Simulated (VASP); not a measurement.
# I (Fm-3m) in VASP: a series of runs

I is run at these levels: PBE; tasks: single point, relaxation of cell and atoms.

Everything below comes from runs of VASP 6.6.1. Logs are shortened: lines on timing, memory, paths and dates and some standing lists are left out, and cuts for length are marked.

**1. The cell of the first run**

The structure is cubic, space group Fm-3m (No. 225). Conventional cell: a = 4.077 Å, b = 4.077 Å, c = 4.077 Å, α = 90.00°, β = 90.00°, γ = 90.00°. I (site symmetry m-3m) has 12 I at 2.88 Å within 3.8 Å.

**2. Single point, PBE**

Input file INCAR:

```
SYSTEM = I
PREC     = Accurate       ! precision mode
ENCUT    = 500            ! plane-wave cutoff, eV
EDIFF    = 1E-6           ! SCF threshold, eV
ISMEAR   = -1             ! smearing method
SIGMA    = 0.05           ! smearing width, eV
LREAL    = .FALSE.        ! projectors in reciprocal space
LASPH    = .TRUE.         ! aspherical terms in the spheres
NELM     = 120            ! most SCF steps
ALGO     = Normal         ! electronic algorithm
ISIF     = 2              ! what is computed and relaxed
LWAVE    = .FALSE.        ! write WAVECAR
LCHARG   = .TRUE.         ! write CHGCAR
GGA      = PE             ! functional
LELF     = .TRUE.         ! ELF
LVHAR    = .TRUE.       
NBANDS   = 10             ! bands
GGA_COMPAT= .FALSE.
```

Input file KPOINTS:

```
Automatic mesh
0
G
  16 16 16
  0 0 0
```

Input file POSCAR:

```
I
1.0
    0.0000000000      2.0382581620      2.0382581620
    2.0382581620      0.0000000000      2.0382581620
    2.0382581620      2.0382581620      0.0000000000
I
1
Direct
    0.0000000000      0.0000000000      0.0000000000
```

Potentials or basis: VASP PAW PBE potentials, release 64 (I).

Command:

```bash
> cat potpaw_PBE.64/I/POTCAR > POTCAR
> mpirun -np 1 vasp_std > vasp.out
```

OUTCAR:

```text
SYSTEM = I
   PREC = Accurate
   ENCUT = 500
   EDIFF = 1E-6
   ISMEAR = -1
   LREAL = .FALSE.
   LASPH = .TRUE.
   NELM = 120
   ISIF = 2
   GGA = PE

 ion  position               nearest neighbor table
   1  0.000  0.000  0.000-

  LATTYP: Found a face centered cubic cell.
 ALAT       =     4.0765163240

  Lattice vectors:

 A1 = (   0.0000000000,   2.0382581620,   2.0382581620)
 A2 = (   2.0382581620,   0.0000000000,   2.0382581620)
 A3 = (   2.0382581620,   2.0382581620,   0.0000000000)

Analysis of symmetry for initial positions (statically):
=====================================================================
 Subroutine PRICEL returns:
 Original cell was already a primitive cell.

 Routine SETGRP: Setting up the symmetry group for a
 face centered cubic supercell.

 Subroutine GETGRP returns: Found 48 space group operations
 (whereof 48 operations were pure point group operations)
 out of a pool of 48 trial point group operations.

The static configuration has the point symmetry O_h .

Analysis of symmetry for dynamics (positions and initial velocities):
=====================================================================
 Subroutine PRICEL returns:
 Original cell was already a primitive cell.

 Routine SETGRP: Setting up the symmetry group for a
 face centered cubic supercell.

 Subroutine GETGRP returns: Found 48 space group operations
 (whereof 48 operations were pure point group operations)
 out of a pool of 48 trial point group operations.

The dynamic configuration has the point symmetry O_h .

 Subroutine INISYM returns: Found 48 space group operations
 (whereof 48 operations are pure point group operations),
 and found     1 'primitive' translations

----------------------------------------------------------------------------------------

                                     Primitive cell

  volume of cell :      16.9359

  direct lattice vectors                    reciprocal lattice vectors
     0.000000000  2.038258162  2.038258162    -0.245307493  0.245307493  0.245307493
     2.038258162  0.000000000  2.038258162     0.245307493 -0.245307493  0.245307493
     2.038258162  2.038258162  0.000000000     0.245307493  0.245307493 -0.245307493

  length of vectors
     2.882532336  2.882532336  2.882532336     0.424885042  0.424885042  0.424885042

  position of ions in fractional coordinates (direct lattice)
     0.000000000  0.000000000  0.000000000

  ion indices of the primitive-cell ions
   primitive index   ion index
                 1           1

----------------------------------------------------------------------------------------

 KPOINTS: Automatic mesh

Automatic generation of k-mesh.
 Grid dimensions read from file:
 generate k-points for:   16   16   16

 Generating k-lattice:

  Cartesian coordinates                     Fractional coordinates (reciprocal lattice)
    -0.015331718  0.015331718  0.015331718     0.062500000  0.000000000  0.000000000
     0.015331718 -0.015331718  0.015331718     0.000000000  0.062500000  0.000000000
     0.015331718  0.015331718 -0.015331718     0.000000000  0.000000000  0.062500000

  Length of vectors
     0.026555315  0.026555315  0.026555315

  Shift w.r.t. Gamma in fractional coordinates (k-lattice)
     0.000000000  0.000000000  0.000000000

 Subroutine IBZKPT returns following result:
 ===========================================

 Found    145 irreducible k-points:

 Following reciprocal coordinates:
            Coordinates               Weight
  0.000000  0.000000  0.000000      1.000000
  0.062500  0.000000  0.000000      8.000000
  0.125000  0.000000  0.000000      8.000000
  0.187500  0.000000  0.000000      8.000000
  0.250000  0.000000  0.000000      8.000000
  0.312500  0.000000  0.000000      8.000000
[... 16 lines left out ...]
 -0.125000  0.062500  0.000000     24.000000
 -0.062500  0.062500  0.000000     12.000000
 [... further k-points ...]
   k-points           NKPTS =    145   k-points in BZ     NKDIM =    145   number of bands    NBANDS=     10
   number of dos      NEDOS =    301   number of ions     NIONS =      1
   total plane-waves  NPLWV =  13824
   dimension x,y,z NGX =    24 NGY =   24 NGZ =   24
   dimension x,y,z NGXF=    48 NGYF=   48 NGZF=   48
   ions per type =               1
   NGX,Y,Z   is equivalent  to a cutoff of  13.84, 13.84, 13.84 a.u.
   NGXF,Y,Z  is equivalent  to a cutoff of  27.68, 27.68, 27.68 a.u.
 SYSTEM =  I
   PREC   = accura    normal or accurate (medium, high low for compatibility)
   ISTART =      0    job   : 0-new  1-cont  2-samecut
   ICHARG =      2    charge: 1-file 2-atom 10-const
   ISPIN  =      1    spin polarized calculation?
   LNONCOLLINEAR =      F non collinear calculations
   LSORBIT =      F    spin-orbit coupling
   LASPH  =      T    aspherical Exc in radial PAW
   ENCUT  =  500.0 eV  36.75 Ry    6.06 a.u.   5.26  5.26  5.26*2*pi/ulx,y,z
   NELM   =    120;   NELMIN=  2; NELMDL= -5     # of ELM steps
   EDIFF  = 0.1E-05   stopping-criterion for ELM
   LREAL  =      F    real-space projection
   EDIFFG = 0.1E-04   stopping-criterion for IOM
   NSW    =      0    number of steps for IOM
   IBRION =     -1    ionic relax: 0-MD 1-quasi-New 2-CG
   NFREE  =      0    steps in history (QN), initial steepest desc. (CG)
   ISIF   =      2    stress and relaxation
   ISYM   =      2    0-nonsym 1-usesym 2-fastsym
   POTIM  = 0.5000    time-step for ionic-motion
   TEBEG  =    0.0;   TEEND  =   0.0 temperature during run
   PSTRESS=    0.0 pullay stress
   NELECT =       7.0000    total number of electrons
   NUPDOWN=      -1.0000    fix difference up-down
   EMIN   =  10.00;   EMAX   =-10.00  energy-range for DOS
   EFERMI =   0.00;   METHOD = LEGACY
   ISMEAR =    -1;   SIGMA  =   0.05  broadening in eV -4-tet -1-fermi 0-gaus
   EFERMI_NEDOS =   21; number of points for ismear=-14 and -15
   IALGO  =     38    algorithm
   IMIX   =      4    mixing-type and parameters
     AMIX     =   0.40;   BMIX     =  1.00
     AMIX_MAG =   1.60;   BMIX_MAG =  1.00
  volume/ion in A,a.u.               =      16.94       114.29
  Fermi-wavevector in a.u.,A,eV,Ry     =   1.219472  2.304467 20.233370  1.487111
  Thomas-Fermi vector in A             =   2.354722
   LORBIT       =      0    0 simple, 1 ext, 2 COOP (PROOUT), +10 PAW based schemes
   GGA     = PE    functional components
   LHFCALC =     F    Hartree Fock is set to
   AEXX    =    0.0000 exact exchange contribution
   IVDW    =     0    specifies the selected vdW correction
   LEPSILON=     F    determine dielectric tensor
   LRPA    =     F    only Hartree local field effects (RPA)
 non-spin polarized calculation
  energy-cutoff  :      500.00
  volume of cell :       16.94
 maximum number of plane-waves:       445
 NGX is ok and might be reduce to    24
   NGX = 11   NGY = 11   NGZ = 11

 number of electron       6.9999999 magnetization

 Free energy of the ion-electron system (eV)
  ---------------------------------------------------
  ext. energy  EPLUGINS =         0.00000000
  ---------------------------------------------------
  free energy    TOTEN  =         2.00006261 eV

  energy without entropy =        2.00368615  energy(sigma->0) =        2.00187438

 E-fermi :  17.5379     XC(G=0): -12.6534

 val. band max:       17.5321846927   @ k =   0.3750   0.1250   0.0000
 cond. band min:      17.5719362639   @ k =   0.2500   0.1250   0.0625
 fundamental gap:      0.0397515712
 Fermi energy:        17.5378514237

 k-point     1 :       0.0000    0.0000    0.0000
  band No.  band energies     occupation
      1      -3.7513      2.00000
      2      21.3002      0.00000
      3      21.3002      0.00000
      4      21.3002      0.00000
      5      26.2344      0.00000
      6      26.8411      0.00000
      7      26.8411      0.00000
      8      26.8411      0.00000
      9      31.8826      0.00000
     10      32.9883      0.00000

 k-point     2 :       0.0625    0.0000    0.0000
  band No.  band energies     occupation
      1      -3.6425      2.00000
      2      20.2080      0.00000
      3      21.1331      0.00000
      4      21.1331      0.00000
      5      25.3919      0.00000
      6      27.1105      0.00000
      7      27.1105      0.00000
      8      28.5729      0.00000
      9      31.7528      0.00000
     10      31.7825      0.00000

 k-point     3 :       0.1250    0.0000    0.0000
  band No.  band energies     occupation
      1      -3.3167      2.00000
      2      17.8787      0.00219
      3      20.7212      0.00000
      4      20.7212      0.00000
      5      24.9855      0.00000
      6      27.7581      0.00000
      7      27.7581      0.00000
      8      30.4810      0.00000
      9      30.4810      0.00000
     10      30.5769      0.00000

 k-point     4 :       0.1875    0.0000    0.0000
  band No.  band energies     occupation
      1      -2.7758      2.00000
      2      15.2731      2.00000
      3      20.2188      0.00000
      4      20.2188      0.00000
      5      24.7928      0.00000
      6      28.0776      0.00000
      7      28.0776      0.00000
      8      29.8706      0.00000
      9      30.0642      0.00000
     10      30.0642      0.00000

 k-point     5 :       0.2500    0.0000    0.0000
  band No.  band energies     occupation
      1      -2.0251      2.00000
      2      12.7059      2.00000
      3      19.7317      0.00000
      4      19.7317      0.00000
      5      24.7114      0.00000
      6      27.4491      0.00000
      7      27.4491      0.00000
      8      28.7400      0.00000
      9      31.0434      0.00000
     10      31.0434      0.00000

 k-point     6 :       0.3125    0.0000    0.0000
  band No.  band energies     occupation
      1      -1.0773      2.00000
      2      10.2933      2.00000
      3      19.3164      0.00000
      4      19.3164      0.00000
      5      24.7353      0.00000
      6      26.7073      0.00000
      7      26.7073      0.00000
      8      27.7225      0.00000
      9      32.5365      0.00000
     10      32.5365      0.00000
[... 183 lines left out ...]
 k-point    21 :      -0.2500    0.0625    0.0000
  band No.  band energies     occupation
      1      -1.6347      2.00000
      2      11.9574      2.00000
      3      18.0465      0.00008
      4      20.1971      0.00000
      5      25.2224      0.00000
      6      26.6648      0.00000
      7      26.7300      0.00000
      8      29.9714      0.00000
      9      30.4308      0.00000
     10      31.8907      0.00000

 k-point    22 :      -0.1875    0.0625    0.0000
  band No.  band energies     occupation
      1      -2.4525      2.00000
      2      14.4668      2.00000
      3      18.4638      0.00000
      4      20.7621      0.00000
      5      25.2170      0.00000
      6      27.3308      0.00000
      7      27.6955      0.00000
      8      29.2316      0.00000
      9      29.8973      0.00000
     10      31.6177      0.00000

 k-point    23 :      -0.1250    0.0625    0.0000
  band No.  band energies     occupation
      1      -3.0637      2.00000
      2      17.0414      1.99990
      3      19.0290      0.00000
      4      21.2018      0.00000
      5      25.1803      0.00000
      6      27.3755      0.00000
      7      28.5324      0.00000
      8      29.1865      0.00000
      9      29.3872      0.00000
     10      31.7992      0.00000

 k-point    24 :      -0.0625    0.0625    0.0000
  band No.  band energies     occupation
      1      -3.4614      2.00000
      2      19.2892      0.00000
      3      19.8612      0.00000
      4      21.3592      0.00000
      5      25.1504      0.00000
      6      27.0196      0.00000
      7      28.0012      0.00000
      8      29.9787      0.00000
      9      30.2841      0.00000
     10      30.4985      0.00000

 [... further k-points ...]

------------------------ aborting loop because EDIFF is reached ----------------------------------------

  FORCE on cell =-STRESS in cart. coord.  units (eV):
  Direction    XX          YY          ZZ          XY          YZ          ZX
  --------------------------------------------------------------------------------------
  -------------------------------------------------------------------------------------
  Total       11.5866659     11.5866659     11.5866659      0.0000000      0.0000000     -0.0000000
  in kB     1096.1285812   1096.1285812   1096.1285812      0.0000000      0.0000000     -0.0000000
  external PRESSURE =    1096.1285812 kB  Pullay stress =       0.0000000 kB

 VOLUME and BASIS-vectors are now :
 -----------------------------------------------------------------------------
  energy-cutoff  :      500.00
  volume of cell :       16.94
      direct lattice vectors                 reciprocal lattice vectors
     0.000000000  2.038258162  2.038258162    -0.245307493  0.245307493  0.245307493
     2.038258162  0.000000000  2.038258162     0.245307493 -0.245307493  0.245307493
     2.038258162  2.038258162  0.000000000     0.245307493  0.245307493 -0.245307493

 POSITION                                       TOTAL-FORCE (eV/Angst)
 -----------------------------------------------------------------------------------
      0.00000      0.00000      0.00000         0.000000      0.000000      0.000000
 -----------------------------------------------------------------------------------
    total drift:                                0.000000      0.000000      0.000000

  FREE ENERGIE OF THE ION-ELECTRON SYSTEM (eV)
  ---------------------------------------------------
  free  energy   TOTEN  =         2.0000626067 eV

  energy  without entropy=        2.0036861453  energy(sigma->0) =        2.00187438
```

Wall time 11 s (1 thread of Intel Xeon Platinum 8488C (Sapphire Rapids), shared host); peak memory 0.15 GiB.

Results:

* Free energy: 2.0001 eV
* Pressure: 109.6 GPa
* Band gap on the k mesh: zero (an odd number of electrons rules out a gap without spin polarisation)

Caveat: the cell stands under pressure; spin-orbit coupling is left out, which moves the levels of the heavy elements; an odd number of electrons without spin polarisation forces a metal; a magnetic or distorted state may lie lower.

**3. Single point, PBE**

This run uses another cell than the first one, of 35.04 Å³/atom.

Input file INCAR:

```
PREC = Accurate
ENCUT = 500
EDIFF = 1E-6
ISMEAR = -1
SIGMA = 0.05
LREAL = F
LASPH = T
NELM = 120
ALGO = Normal
ISIF = 2
LWAVE = F
LCHARG = T
GGA = PE
LELF = T
LVHAR = T
NBANDS = 10
GGA_COMPAT = F
```

Input file KPOINTS:

```
Automatic mesh
0
Gamma
  13 13 13
```

Input file POSCAR:

```
I
1.0
    0.0000000000      2.5972144465      2.5972144465
    2.5972144465      0.0000000000      2.5972144465
    2.5972144465      2.5972144465      0.0000000000
I
1
Direct
    0.0000000000      0.0000000000      0.0000000000
```

Potentials or basis: VASP PAW PBE potentials, release 64 (I).

Command:

```bash
> cat potpaw_PBE.64/I/POTCAR > POTCAR
> mpirun -np 1 vasp_std > vasp.out
```

Wall time 14 s (1 thread of Intel Xeon Platinum 8488C (Sapphire Rapids), shared host); peak memory 0.16 GiB.

It converged, with:

```
Free energy            : -1.0448 eV
Pressure               : 0.0 GPa
Band gap on the k mesh : zero (an odd number of electrons rules out a gap without spin polarisation)
```

Levels at points of the mesh, in eV from the Fermi level:
| k point | band 2 | band 3 | band 4 | band 5 | band 6 | band 7 |
| --- | --- | --- | --- | --- | --- | --- |
| (0.00, 0.00, 0.00) | 1.00 | 1.00 | 1.00 | 7.18 | 9.66 | 9.66 |

Caveat: spin-orbit coupling is left out, which moves the levels of the heavy elements; an odd number of electrons without spin polarisation forces a metal; a magnetic or distorted state may lie lower.

**4. Relaxation of cell and atoms, PBE, target pressure 110 GPa, at which the enthalpy is minimised**

Input file INCAR:

```
SYSTEM = I
ALGO = Normal ; EDIFF = 1E-7
EDIFFG = -0.005 ; ENCUT = 500
GGA = PE ; GGA_COMPAT = .False.
IBRION = 2 ; ISIF = 3
ISMEAR = -1 ; LASPH = .True.
LCHARG = .False. ; LREAL = .False.
LWAVE = .False. ; NELM = 120
NELMIN = 4 ; NSW = 32
PREC = Accurate ; PSTRESS = 1100.0
SIGMA = 0.05
```

Input file KPOINTS:

```
k-points
0
Gamma
  16 16 16
  0 0 0
```

Input file POSCAR:

```
I
1.0
    0.0000000000      2.0382581620      2.0382581620
    2.0382581620      0.0000000000      2.0382581620
    2.0382581620      2.0382581620      0.0000000000
I
1
Direct
    0.0000000000      0.0000000000      0.0000000000
```

Command:

```bash
> cat potpaw_PBE.64/I/POTCAR > POTCAR
> mpirun -np 1 vasp_std > vasp.out
```

Run time: 26 s. Hardware: 1 thread of Intel Xeon Platinum 8488C (Sapphire Rapids), shared host; peak memory 0.14 GiB.

Results (log left out):

```yaml
Free_energy: 2.0119 eV
Relaxed_volume: 16.92 Å³/atom
Relaxed_cell: a = 2.882 Å, b = 2.882 Å, c = 2.882 Å, α = 60.00°, β = 60.00°, γ = 60.00°
Space_group_after_relaxing_to_0.1_Å: Fm-3m (No. 225)
Energy_change_on_relaxing_the_run_minimises_the_enthalpy: +11.9 meV/atom
Ionic_steps: 3
Pressure_after_relaxing: 110.0 GPa
Band_gap_on_the_k_mesh: zero (an odd number of electrons rules out a gap without spin polarisation)
```

Step by step:
```csv
step,energy change (eV),largest force (eV/Å),pressure (GPa),volume (Å³)
1,0.0000,0.0000,109.59,16.94
2,0.0735,0.0000,112.21,16.83
3,0.0119,0.0000,110.01,16.92
```

Final structure:
```
CELL_PARAMETERS angstrom
0.00000 2.03756 2.03756
2.03756 0.00000 2.03756
2.03756 2.03756 0.00000
ATOMIC_POSITIONS crystal
I 0.00000 0.00000 0.00000
```

Levels at points of the mesh, in eV from the Fermi level:
```tsv
k point	band 1	band 2	band 3	band 4	band 5	band 6	band 7
(0.00, 0.00, 0.00)	-21.31	3.77	3.77	3.77	8.69	9.30	9.30
(0.50, 0.00, 0.00)	-15.75	-12.07	1.21	1.21	7.85	8.12	8.12
(0.50, 0.50, 0.00)	-13.22	-10.86	-3.50	-3.50	1.88	1.91	20.06
```

Caveat: the cell is relaxed towards a set pressure, so the run minimises the enthalpy, not the energy; spin-orbit coupling is left out, which moves the levels of the heavy elements; an odd number of electrons without spin polarisation forces a metal; a magnetic or distorted state may lie lower.

[end of part 1 of 2]
